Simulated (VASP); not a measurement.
Cs9Cl8 (a cell with a defect): single point with PBE

System: Cs9Cl8 (a cell with a defect).

```
CELL_PARAMETERS angstrom
-8.40586 0.00000 0.00000
-4.20293 8.40586 0.00000
-4.20293 0.00000 -8.40586
ATOMIC_POSITIONS crystal
Cs 0.01531 0.00825 0.10504
Cs 0.73276 0.50771 0.01378
Cs 0.00799 0.48882 0.51393
Cs 0.60420 0.00816 0.92424
Cs 0.66146 0.00711 0.51390
Cs 0.23252 0.50838 0.01366
Cs 0.48895 0.52640 0.51377
Cs 0.30811 0.00793 0.31535
Cs 0.10738 0.00773 0.71509
Cl 0.51711 0.25277 0.23521
Cl 0.24751 0.70523 0.27598
Cl 0.48202 0.76341 0.79391
Cl 0.94520 0.31115 0.27565
Cl 0.23800 0.25244 0.79323
Cl 0.76193 0.76326 0.23441
Cl 0.00838 0.70561 0.75168
Cl 0.70640 0.31031 0.75170
```

This cell differs from its parent crystal: with an interstitial atom, then relaxed in part.

```yaml
Program: VASP 6.6.1
Task: single point
Functional: PBE
Potentials_or_basis: VASP PAW PBE potentials, release 64 (Cs_sv, Cl)
Cutoff: 400 eV
k_mesh: 2 × 2 × 2
Occupations: gaussian, width 0.02 eV
Spin: collinear spin
Starting_moments: "[0.0, 0.0, 0.0, 0.0, 0.0, 0.0, 0.0, 0.0, 1.0, 0.0, 0.0, 0.0, 0.0, 0.0, 0.0, 0.0, 0.0] μB"
```

The pressure is 3.4 GPa and the largest force is 0.020 eV/Å. The net moment is 0.50 μB per cell. The site moments are Cs +0.01, +0.00, +0.02, +0.03 (each value once); Cl +0.00 μB and the valence electrons inside the program's atomic spheres are Cs 6.61, 6.59, 6.63 (each value once); Cl 5.14, 5.16 (each value once).

Forces on the atoms (eV/Å):
```
Cs   0.002  0.001  0.003
Cs   0.000  0.001  0.000
Cs   0.001 -0.001  0.000
Cs  -0.004  0.000 -0.004
Cs  -0.015  0.001 -0.013
Cs  -0.001 -0.001  0.000
Cs   0.003  0.002 -0.002
Cs   0.012  0.001 -0.004
Cs   0.003  0.000  0.015
Cl  -0.003  0.007  0.002
Cl   0.004 -0.005  0.001
Cl  -0.002 -0.012  0.002
Cl   0.003  0.002  0.001
Cl  -0.002  0.011  0.001
Cl  -0.004 -0.007  0.001
Cl   0.001 -0.009 -0.001
Cl   0.002  0.010 -0.002
```

Stress tensor (GPa, compression positive):
```
2.73 0.00 0.01
0.00 2.97 0.00
0.01 0.00 4.62
```

Levels at points of the mesh, in eV from the Fermi level:
Spin up:
```tsv
k point	band 65	band 66	band 67	band 68	band 69	band 70	band 71	band 72	band 73	band 74
(0.00, 0.00, 0.00)	-5.16	-5.12	-5.12	-4.99	-0.58	0.04	0.31	0.50	0.89	0.92
(0.50, 0.00, 0.00)	-5.22	-5.19	-5.11	-5.06	-0.27	0.38	0.42	0.80	1.12	1.14
(0.50, 0.50, 0.00)	-5.22	-5.19	-5.11	-5.06	-0.27	0.38	0.42	0.80	1.12	1.14
(0.50, 0.50, 0.50)	-5.22	-5.19	-5.11	-5.06	-0.27	0.38	0.42	0.79	1.12	1.13
(0.50, 0.00, 0.50)	-5.22	-5.19	-5.11	-5.06	-0.27	0.38	0.42	0.79	1.12	1.13
(0.00, 0.50, 0.00)	-5.26	-5.24	-5.14	-5.10	-0.37	0.17	0.49	0.84	1.07	1.11
(0.00, 0.00, 0.50)	-5.19	-5.12	-5.09	-5.01	0.14	0.15	0.40	0.48	0.71	0.92
(0.00, 0.50, 0.50)	-5.25	-5.24	-5.23	-5.16	0.25	0.38	0.45	0.53	0.77	1.15
```
Spin down:
| k point | band 64 | band 65 | band 66 | band 67 | band 68 | band 69 | band 70 | band 71 | band 72 | band 73 |
| --- | --- | --- | --- | --- | --- | --- | --- | --- | --- | --- |
| (0.00, 0.00, 0.00) | -5.19 | -5.16 | -5.12 | -5.12 | -4.99 | -0.34 | 0.29 | 0.36 | 0.58 | 0.90 |
| (0.50, 0.00, 0.00) | -5.22 | -5.22 | -5.18 | -5.11 | -5.05 | 0.11 | 0.46 | 0.56 | 0.88 | 1.16 |
| (0.50, 0.50, 0.00) | -5.22 | -5.22 | -5.18 | -5.11 | -5.05 | 0.11 | 0.46 | 0.56 | 0.88 | 1.16 |
| (0.50, 0.50, 0.50) | -5.22 | -5.22 | -5.18 | -5.11 | -5.06 | 0.12 | 0.46 | 0.56 | 0.88 | 1.16 |
| (0.50, 0.00, 0.50) | -5.22 | -5.22 | -5.18 | -5.11 | -5.06 | 0.12 | 0.46 | 0.56 | 0.88 | 1.16 |
| (0.00, 0.50, 0.00) | -5.29 | -5.25 | -5.24 | -5.14 | -5.10 | -0.04 | 0.45 | 0.56 | 0.85 | 1.11 |
| (0.00, 0.00, 0.50) | -5.20 | -5.18 | -5.12 | -5.09 | -5.01 | 0.21 | 0.35 | 0.61 | 0.62 | 0.92 |
| (0.00, 0.50, 0.50) | -5.26 | -5.25 | -5.24 | -5.23 | -5.16 | 0.46 | 0.47 | 0.68 | 0.83 | 0.95 |

It took 9.9 min on 1 thread of Intel(R) Xeon(R) 6975P-C (Granite Rapids), on a shared host, peak memory 0.86 GiB.

Caveat: the k points lie up to 0.46 Å⁻¹ apart; the cell differs from its parent crystal (with an interstitial atom, then relaxed in part); spin-orbit coupling is left out, which moves the levels of the heavy elements.
